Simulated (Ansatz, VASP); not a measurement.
**One calculation of SiC, two programs**

File INCAR:

```
ALGO     = Normal         # electronic algorithm
EDIFF    = 1E-6           # SCF threshold, eV
EDIFFG   = -0.04          # ionic threshold
ENCUT    = 600            # plane-wave cutoff, eV
GGA      = PE             # functional
IBRION   = 2              # ionic algorithm
ISIF     = 3              # what is computed and relaxed
ISMEAR   = 0              # smearing method
LASPH    = True           # aspherical terms in the spheres
LCHARG   = False          # write CHGCAR
LREAL    = False          # projectors in reciprocal space
LWAVE    = False          # write WAVECAR
NELM     = 80             # most SCF steps
NSW      = 90             # ionic steps
PREC     = Accurate       # precision mode
SIGMA    = 0.1            # smearing width, eV
```

KPOINTS

```
k-points
0
Gamma
  6 6 6
```

Contents of POSCAR:

```
SiC
1.0
    2.9942280100      0.0000000000      0.0000000000
   -1.4971140000      2.5930775200      0.0000000000
    0.0000000000      0.0000000000      2.9204160900
Si C
1 1
Direct
    0.0000000000      0.0000000000      0.0000000000
    0.6666666700      0.3333333300      0.5000000000
```

Input for Ansatz:

```yaml
crystal:
  lattice:
    - [2.99422801, 0.0, 0.0]
    - [-1.497114, 2.59307752, 0.0]
    - [0.0, 0.0, 2.92041609]
  atoms:
    - { symbol: Si, position: [0.0, 0.0, 0.0] }
    - { symbol: C, position: [0.66666667, 0.33333333, 0.5] }
basis:
  ecutwfc: 420
kpoints:
  mp_grid: { grid: [6, 6, 6] }
hamiltonian:
  xc: pbe
scf:
  occupations: { method: gaussian, width: 0.1 }
  lower_state_search: "off"
output:
  forces: true
  stress: true
  eigenvalues: true
relax:
  adjacent_minimum: "off"
  f_tol: 0.04
  max_steps: 70
  cell: { stress_tol: 0.4 }
```

Change from the starting cell: species swapped into the WC type (P-6m2, No. 187).

Alike in both runs: task relaxation of cell and atoms; functional PBE; k mesh 6 × 6 × 6; occupations gaussian, width 0.1 eV; no spin polarisation.

|  | VASP | Ansatz |
| --- | --- | --- |
| version | VASP 6.6.1 | Ansatz 0.2.0 |
| potentials or method | VASP PAW PBE potentials, release 64 (Si, C), cutoff 600 eV | scalar-relativistic, plane waves, PAW |
| valence electrons in the cell | 8 | 8 |

|  | VASP | Ansatz | Ansatz less VASP |
| --- | --- | --- | --- |
| gap on the k mesh at the Fermi level, each at its own relaxed structure (eV) | none | none | - |
| relaxed volume (Å³/atom) | 9.10 | 9.10 | +0.001 |
| relaxed cell length with the largest relative difference (Å) | 2.559 | 2.559 | -0.0007 |

A gap of «none» marks a metal or a gap that the smearing closes.

The k mesh is coarse, so the values compare programs but aren't converged. Noted on VASP's run: the volume moved by over 15 % at a fixed basis, so the end points are rough.
